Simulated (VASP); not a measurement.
Crystal: InSe.

```
CELL_PARAMETERS angstrom
5.86790 -2.05500 0.00000
5.86790 2.05500 0.00000
-1.59941 0.00000 4.32365
ATOMIC_POSITIONS crystal
In 0.88400 0.88400 0.00500
In 0.11600 0.11600 0.99500
Se 0.66000 0.66000 0.64200
Se 0.34000 0.34000 0.35800
```

Program: VASP 6.6.1. Alike in all runs: task single point; no spin polarisation; cell as given; k mesh 6 × 6 × 6; cutoff (eV) 500; smearing gaussian 0.01 eV.

**Question.** Order these runs on this cell by their pressure, lowest first.
A. level PBEsol; potentials or basis VASP PAW PBE potentials, release 64 (In_d, Se)
B. level BLYP; potentials or basis VASP PAW PBE potentials, release 64 (In_d, Se)
C. level LDA; potentials or basis VASP PAW LDA potentials, release 64 (In_d, Se)

**Answer.** C (-1.8 GPa), A (-0.1 GPa), B (6.8 GPa).

Caveats: the PAW data sets were made with another functional, which shifts forces and pressure a little (some runs).
